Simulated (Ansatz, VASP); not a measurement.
## Ta in VASP and in Ansatz

Contents of POSCAR:

```
Ta
1.0
    4.7163855812      0.0000000000      0.0000000000
   -2.3581927906      4.0845097274      0.0000000000
    0.0000000000      0.0000000000      2.6378878653
Ta
3
Direct
    1.0000000000      0.0000000000      0.0000000000
    0.3333333333      0.6666666667      0.5000000000
    0.6666666667      0.3333333333      0.5000000000
```

The input INCAR.step1:

```
SYSTEM = Ta
ALGO = Normal
EDIFF = 1E-4
ENCUT = 520
GGA = PE
ISMEAR = -1
LASPH = .True.
LCHARG = .False.
LREAL = .False.
LWAVE = .True.
NBANDS = 24
NELM = 100
PREC = Accurate
SIGMA = 0.1
```

INCAR.step2

```
SYSTEM = Ta
ALGO = Normal
EDIFF = 1E-7
ENCUT = 520
ISIF = 2
ISMEAR = -1
ISTART = 1
LASPH = .True.
LCHARG = .False.
LMIXTAU = .True.
LREAL = .False.
LWAVE = .False.
METAGGA = R2SCAN
NBANDS = 24
NELM = 100
PREC = Accurate
SIGMA = 0.1
```

File KPOINTS:

```
k-points
0
Gamma
  9 9 13
  0 0 0
```

Input for Ansatz:

```yaml
crystal:
  lattice:
    - [4.7163855812, 0.0, 0.0]
    - [-2.3581927906, 4.0845097274, 0.0]
    - [0.0, 0.0, 2.6378878653]
  atoms:
    - { symbol: Ta, position: [1.0, 0.0, 0.0] }
    - { symbol: Ta, position: [0.3333333333, 0.6666666667, 0.5] }
    - { symbol: Ta, position: [0.6666666667, 0.3333333333, 0.5] }
hamiltonian:
  xc: r2scan
  pseudopotentials:
    kind: paw
    azcp:
      Ta: "pseudopotentials/Ta.paw.azcp"
basis:
  ecutwfc: 500
  fft_grid_basis: typed
kpoints:
  mp_grid: { grid: [9, 9, 13], shift: [0, 0, 0] }
magnetization:
  spin_polarized: false
scf:
  occupations: { method: fermi_dirac, width: 0.1 }
  lower_state_search: "off"
output:
  stress: true
```

Alike in both runs: task single point; functional r2SCAN; k mesh 9 × 9 × 13; occupations fermi-dirac, width 0.1 eV; no spin polarisation.

|  | VASP | Ansatz |
| --- | --- | --- |
| version | VASP 6.6.1 | Ansatz 0.2.0 |
| potentials or method | VASP PAW PBE potentials, release 64 (Ta_pv), cutoff 520 eV | plane waves (500 eV) with PAW, scalar-relativistic |
| valence electrons in the cell | 33 | 39 |

```csv
,VASP,Ansatz,Ansatz less VASP
pressure (GPa),19.5,18.6,-0.95
"traceless stress, the component that is largest in VASP (GPa)",1.03,0.94,-0.087
```

VASP's potentials were made for PBE, not for r2SCAN. VASP's potentials hold 33 valence electrons a cell and Ansatz's 39, so a difference there can come from the potentials and not from the codes.

Spin-orbit coupling is off throughout.
